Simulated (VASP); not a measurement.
# SiO2 (P4_32_12) in VASP: relaxation of the atoms with PBE

Aim: the relaxation of the atoms of SiO2 with PBE.

All numbers are computed with VASP 6.6.1; they aren't measurements. Logs are shortened: lines on timing, memory, paths and dates and some standing lists are left out, and cuts for length are marked.

### Step 1. The cell of the first run

Symmetry: P4_32_12, No. 96, tetragonal system. Conventional cell: a = 4.933 Å, b = 4.933 Å, c = 6.465 Å, α = 90.00°, β = 90.00°, γ = 90.00°. Si (site symmetry 2) has 4 O at 1.62 Å within 2.2 Å. O (site symmetry 1) has 2 Si at 1.62 Å within 2.2 Å.

### Step 2. Relaxation of the atoms, PBE

Input file INCAR:

```
  PREC = Accurate
  ENCUT = 520
  EDIFF = 1E-6
  ISMEAR = -1
  SIGMA = 0.02
  LREAL = F
  LASPH = T
  NELM = 100
  ALGO = Normal
  ISIF = 2
  LWAVE = F
  LCHARG = F
  GGA = PE
  IBRION = 2
  NSW = 80
  EDIFFG = -0.02
```

Input file KPOINTS:

```
Automatic mesh
0
Gamma
  4 4 3
```

Input file POSCAR:

```
SiO2
1.0
    4.9329000000      0.0000000000      0.0000000000
    0.0000000000      4.9329000000      0.0000000000
    0.0000000000      0.0000000000      6.4645000000
Si O
4 8
Direct
    0.8177050000      0.8177050000      0.5000000000
    0.6822950000      0.3177050000      0.2500000000
    0.1822950000      0.1822950000      0.0000000000
    0.3177050000      0.6822950000      0.7500000000
    0.2683400000      0.3645700000      0.8019300000
    0.1354300000      0.7683400000      0.5519300000
    0.7316600000      0.6354300000      0.3019300000
    0.8645700000      0.2316600000      0.0519300000
    0.7683400000      0.1354300000      0.4480700000
    0.6354300000      0.7316600000      0.6980700000
    0.2316600000      0.8645700000      0.9480700000
    0.3645700000      0.2683400000      0.1980700000
```

Potentials or basis: VASP PAW PBE potentials, release 64 (Si, O).

Launch:

```console
> cat potpaw_PBE.64/Si/POTCAR potpaw_PBE.64/O/POTCAR > POTCAR
> mpirun -np 1 vasp_std > vasp.out
```

OUTCAR:

```text
PREC = Accurate
   ENCUT = 520
   EDIFF = 1E-6
   ISMEAR = -1
   LREAL = F
   LASPH = T
   NELM = 100
   ISIF = 2
   GGA = PE
   IBRION = 2
   NSW = 80
   EDIFFG = -0.02

 ion  position               nearest neighbor table
   1  0.818  0.818  0.500-   7 1.62  10 1.62   9 1.62   6 1.62   2 3.02   4 3.02   2 3.02   4 3.02

   2  0.682  0.318  0.250-   8 1.62   9 1.62   7 1.62  12 1.62   1 3.02   3 3.02   1 3.02   3 3.02

   3  0.182  0.182  0.000-   5 1.62  12 1.62  11 1.62   8 1.62   2 3.02   4 3.02   4 3.02   2 3.02

   4  0.318  0.682  0.750-   6 1.62  11 1.62  10 1.62   5 1.62   1 3.02   3 3.02   3 3.02   1 3.02

   5  0.268  0.365  0.802-   3 1.62   4 1.62
   6  0.135  0.768  0.552-   4 1.62   1 1.62
   7  0.732  0.635  0.302-   1 1.62   2 1.62
   8  0.865  0.232  0.052-   2 1.62   3 1.62
   9  0.768  0.135  0.448-   2 1.62   1 1.62
  10  0.635  0.732  0.698-   1 1.62   4 1.62
  11  0.232  0.865  0.948-   4 1.62   3 1.62
  12  0.365  0.268  0.198-   3 1.62   2 1.62

  LATTYP: Found a simple tetragonal cell.
 ALAT       =     4.9329000000
 C/A-ratio  =     1.3104867319

  Lattice vectors:

 A1 = (   4.9329000000,   0.0000000000,   0.0000000000)
 A2 = (   0.0000000000,   4.9329000000,   0.0000000000)
 A3 = (   0.0000000000,   0.0000000000,   6.4645000000)

Analysis of symmetry for initial positions (statically):
=====================================================================
 Subroutine PRICEL returns:
 Original cell was already a primitive cell.

 Routine SETGRP: Setting up the symmetry group for a
 simple tetragonal supercell.

 Subroutine GETGRP returns: Found  8 space group operations
 (whereof  2 operations were pure point group operations)
 out of a pool of 16 trial point group operations.

The static configuration has the point symmetry C_2 .
 The point group associated with its full space group is D_4 .

Analysis of symmetry for dynamics (positions and initial velocities):
=====================================================================
 Subroutine PRICEL returns:
 Original cell was already a primitive cell.

 Routine SETGRP: Setting up the symmetry group for a
 simple tetragonal supercell.

 Subroutine GETGRP returns: Found  8 space group operations
 (whereof  2 operations were pure point group operations)
 out of a pool of 16 trial point group operations.

The dynamic configuration has the point symmetry C_2 .
 The point group associated with its full space group is D_4 .

 Subroutine INISYM returns: Found  8 space group operations
 (whereof  2 operations are pure point group operations),
 and found     1 'primitive' translations

[... 92 lines left out ...]
   PREC   = accura    normal or accurate (medium, high low for compatibility)
   ISTART =      0    job   : 0-new  1-cont  2-samecut
   ICHARG =      2    charge: 1-file 2-atom 10-const
   ISPIN  =      1    spin polarized calculation?
   LNONCOLLINEAR =      F non collinear calculations
   LSORBIT =      F    spin-orbit coupling
   LASPH  =      T    aspherical Exc in radial PAW
   ENCUT  =  520.0 eV  38.22 Ry    6.18 a.u.   9.17  9.17 12.02*2*pi/ulx,y,z
   NELM   =    100;   NELMIN=  2; NELMDL= -5     # of ELM steps
   EDIFF  = 0.1E-05   stopping-criterion for ELM
   LREAL  =      F    real-space projection
   EDIFFG = -.2E-01   stopping-criterion for IOM
   NSW    =     80    number of steps for IOM
   IBRION =      2    ionic relax: 0-MD 1-quasi-New 2-CG
   NFREE  =      1    steps in history (QN), initial steepest desc. (CG)
   ISIF   =      2    stress and relaxation
   ISYM   =      2    0-nonsym 1-usesym 2-fastsym
   POTIM  = 0.5000    time-step for ionic-motion
   TEBEG  =    0.0;   TEEND  =   0.0 temperature during run
   PSTRESS=    0.0 pullay stress
   NELECT =      64.0000    total number of electrons
   NUPDOWN=      -1.0000    fix difference up-down
   EMIN   =  10.00;   EMAX   =-10.00  energy-range for DOS
   EFERMI =   0.00;   METHOD = LEGACY
   ISMEAR =    -1;   SIGMA  =   0.02  broadening in eV -4-tet -1-fermi 0-gaus
   EFERMI_NEDOS =   21; number of points for ismear=-14 and -15
   IALGO  =     38    algorithm
   IMIX   =      4    mixing-type and parameters
     AMIX     =   0.40;   BMIX     =  1.00
     AMIX_MAG =   1.60;   BMIX_MAG =  1.00
  volume/ion in A,a.u.               =      13.11        88.46
  Fermi-wavevector in a.u.,A,eV,Ry     =   1.213077  2.292383 20.021726  1.471555
  Thomas-Fermi vector in A             =   2.348540
   LORBIT       =      0    0 simple, 1 ext, 2 COOP (PROOUT), +10 PAW based schemes
   GGA     = PE    functional components
   LHFCALC =     F    Hartree Fock is set to
   AEXX    =    0.0000 exact exchange contribution
   IVDW    =     0    specifies the selected vdW correction
   LEPSILON=     F    determine dielectric tensor
   LRPA    =     F    only Hartree local field effects (RPA)
 conjugate gradient relaxation of ions
 non-spin polarized calculation
  energy-cutoff  :      520.00
  volume of cell :      157.30
 maximum number of plane-waves:      4250
 NGX is ok and might be reduce to    40
   NGX = 19   NGY = 19   NGZ = 25

--------------------------------------- Ionic step        1  -------------------------------------------

 number of electron      63.9999990 magnetization

 Free energy of the ion-electron system (eV)
  ---------------------------------------------------
  ext. energy  EPLUGINS =         0.00000000
  ---------------------------------------------------
  free energy    TOTEN  =       -94.64247401 eV

  energy without entropy =      -94.64247401  energy(sigma->0) =      -94.64247401

------------------------ aborting loop because EDIFF is reached ----------------------------------------

  FORCE on cell =-STRESS in cart. coord.  units (eV):
  Direction    XX          YY          ZZ          XY          YZ          ZX
  --------------------------------------------------------------------------------------
  -------------------------------------------------------------------------------------
  Total        3.0614255      3.0614255      6.3238087      0.0000000      0.0000000      0.0000000
  in kB       31.1813354     31.1813354     64.4094722      0.0000000      0.0000000      0.0000000
  external PRESSURE =      42.2573810 kB  Pullay stress =       0.0000000 kB
[... 171 lines left out ...]
--------------------------------------- Ionic step        5  -------------------------------------------

 number of electron      64.0000003 magnetization

 Free energy of the ion-electron system (eV)
  ---------------------------------------------------
  ext. energy  EPLUGINS =         0.00000000
  ---------------------------------------------------
  free energy    TOTEN  =       -94.65260584 eV

  energy without entropy =      -94.65260584  energy(sigma->0) =      -94.65260584

 E-fermi :   1.2693     XC(G=0):  -8.9901

 val. band max:        0.8510542138   @ k =   0.0000   0.0000   0.0000
 cond. band min:       6.5090216973   @ k =   0.0000   0.0000   0.0000
 fundamental gap:      5.6579674835
 Fermi energy:         1.2693218811

 k-point     1 :       0.0000    0.0000    0.0000
  band No.  band energies     occupation
      1     -18.6430      2.00000
      2     -17.6662      2.00000
      3     -17.6662      2.00000
      4     -16.5253      2.00000
      5     -16.5253      2.00000
      6     -16.5237      2.00000
[... 532 lines left out ...]
  FREE ENERGIE OF THE ION-ELECTRON SYSTEM (eV)
  ---------------------------------------------------
  free  energy   TOTEN  =       -94.6526058440 eV

  energy  without entropy=      -94.6526058440  energy(sigma->0) =      -94.65260584

 reached required accuracy - stopping structural energy minimisation
```

Wall time 3.2 min (1 thread of AMD EPYC 7R43 (Zen 3), shared host); peak memory 0.25 GiB.

Results:

```
Free energy                  : -94.6526 eV
Energy gained by relaxing    : 0.8 meV/atom
Ionic steps                  : 5
Pressure after relaxing      : 3.0 GPa
Largest force after relaxing : 0.009 eV/Å
Band gap on the k mesh       : 5.66 eV
```

Forces on the atoms (eV/Å):
```
Si   0.006  0.006  0.000
Si  -0.006  0.006  0.000
Si  -0.006 -0.006  0.000
Si   0.006 -0.006  0.000
O    0.003 -0.008  0.002
O    0.008  0.003  0.002
O   -0.003  0.008  0.002
O   -0.008 -0.003  0.002
O    0.003  0.008 -0.002
O    0.008 -0.003 -0.002
O   -0.003 -0.008 -0.002
O   -0.008  0.003 -0.002
```

Step by step:
| step | energy change (eV) | largest force (eV/Å) | pressure (GPa) |
| --- | --- | --- | --- |
| 1 | 0.0000 | 0.2030 | 4.23 |
| 2 | -0.0050 | 0.2656 | 3.45 |
| 3 | -0.0058 | 0.1957 | 3.66 |
| 4 | -0.0101 | 0.0226 | 3.08 |
| 5 | -0.0101 | 0.0089 | 3.00 |

Final structure:
```cif
data_structure
_symmetry_space_group_name_H-M 'P 1'
_symmetry_Int_Tables_number 1
_cell_length_a 4.9329
_cell_length_b 4.9329
_cell_length_c 6.4645
_cell_angle_alpha 90.000
_cell_angle_beta 90.000
_cell_angle_gamma 90.000
_cell_volume 157.30
loop_
_atom_site_label
_atom_site_type_symbol
_atom_site_fract_x
_atom_site_fract_y
_atom_site_fract_z
_atom_site_occupancy
Si1 Si 0.81689 0.81689 0.50000 1
Si2 Si 0.68311 0.31689 0.25000 1
Si3 Si 0.18311 0.18311 0.00000 1
Si4 Si 0.31689 0.68311 0.75000 1
O1 O 0.26898 0.36387 0.80004 1
O2 O 0.13613 0.76898 0.55004 1
O3 O 0.73102 0.63613 0.30004 1
O4 O 0.86387 0.23102 0.05004 1
O5 O 0.76898 0.13613 0.44996 1
O6 O 0.63613 0.73102 0.69996 1
O7 O 0.23102 0.86387 0.94996 1
O8 O 0.36387 0.26898 0.19996 1
```
